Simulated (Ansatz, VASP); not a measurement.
TiSn3O8: VASP beside Ansatz

Contents of INCAR:

```
SYSTEM = TiSn3O8
ALGO = Normal
EDIFF = 1E-6
ENCUT = 520
GGA = PE
ISIF = 2
ISMEAR = -1
LASPH = .True.
LCHARG = .False.
LREAL = .False.
LWAVE = .False.
NBANDS = 63
NELM = 60
PREC = Accurate
SIGMA = 0.02
```

KPOINTS

```
k-points
0
Gamma
  6 6 4
  0 0 0
```

POSCAR

```
TiSn3O8
1.0
    3.3385304460     -3.3319205970      0.0000000000
    3.3385304460      3.3319205970      0.0000000000
    0.0000000000      0.0000000000      6.2959112340
Sn Ti O
3 1 8
Direct
    0.5000000000      0.5000000000      0.2457598489
    0.5000000000      0.5000000000      0.7542401511
    0.0000000000      0.0000000000      0.5000000000
    0.0000000000      0.0000000000      0.0000000000
    0.1907775358      0.1907775358      0.2397379949
    0.8092224642      0.8092224642      0.2397379949
    0.7029328808      0.2970671192      0.0000000000
    0.2970671192      0.7029328808      0.0000000000
    0.1907775358      0.1907775358      0.7602620051
    0.8092224642      0.8092224642      0.7602620051
    0.6942931342      0.3057068658      0.5000000000
    0.3057068658      0.6942931342      0.5000000000
```

Input for Ansatz:

```yaml
crystal:
  lattice:
    - [3.338530446, -3.331920597, 0.0]
    - [3.338530446, 3.331920597, 0.0]
    - [0.0, 0.0, 6.295911234]
  atoms:
    - { symbol: Sn, position: [0.5, 0.5, 0.2457598489] }
    - { symbol: Ti, position: [0.0, 0.0, 0.0] }
    - { symbol: O, position: [0.1907775358, 0.1907775358, 0.2397379949] }
    - { symbol: O, position: [0.8092224642, 0.8092224642, 0.2397379949] }
    - { symbol: O, position: [0.7029328808, 0.2970671192, 0.0] }
    - { symbol: O, position: [0.2970671192, 0.7029328808, 0.0] }
    - { symbol: Sn, position: [0.5, 0.5, 0.7542401511] }
    - { symbol: Sn, position: [0.0, 0.0, 0.5] }
    - { symbol: O, position: [0.1907775358, 0.1907775358, 0.7602620051] }
    - { symbol: O, position: [0.8092224642, 0.8092224642, 0.7602620051] }
    - { symbol: O, position: [0.6942931342, 0.3057068658, 0.5] }
    - { symbol: O, position: [0.3057068658, 0.6942931342, 0.5] }
kpoints:
  mp_grid: { grid: [6, 6, 4] }
  band_path:
    path:
      - [[0.0, 0.0, 0.0], [0.5, 0.5, 0.0], [0.5009889539323, 0.4990110460677, 0.0]]
      - [[0.4990110460677, -0.4990110460677, 0.0], [0.0, 0.0, 0.0], [0.0, 0.0, 0.5], [0.4990110460677, -0.4990110460677, 0.5]]
      - [[0.5009889539323, 0.4990110460677, 0.5], [0.5, 0.5, 0.5], [0.5, 0.5, 0.0]]
      - [[0.0, 0.0, 0.0], [0.5, -1.248496260538e-17, 0.0], [0.5, -1.248496260538e-17, 0.5], [0.0, 0.0, 0.5], [0.5, 0.5, 0.5]]
    npoints: 10
hamiltonian:
  xc: pbe
scf:
  occupations: { method: fermi_dirac, width: 0.02 }
  n_extra_bands: 7
output:
  forces: true
  stress: true
  eigenvalues: true
```

Alike in both runs: task single point; functional PBE; k mesh 6 × 6 × 4; occupations fermi-dirac, width 0.02 eV; no spin polarisation.

|  | VASP | Ansatz |
| --- | --- | --- |
| version | VASP 6.6.1 | Ansatz 0.2.0 |
| potentials or method | VASP PAW PBE potentials, release 64 (Sn_d, Ti_sv, O) | plane waves, PAW |
| plane-wave cutoff (eV) | 520 | 420 |
| valence electrons in the cell | 102 | 102 |

```csv
,VASP,Ansatz,Ansatz less VASP
gap on the k mesh at the Fermi level (eV),1.89,1.91,+0.023
pressure (GPa),7.9,7.2,-0.68
rms of the force components (eV/Å),0.078,0.073,-0.0053
```

With one functional, cell and mesh, what is left measures potentials, basis and numerics.
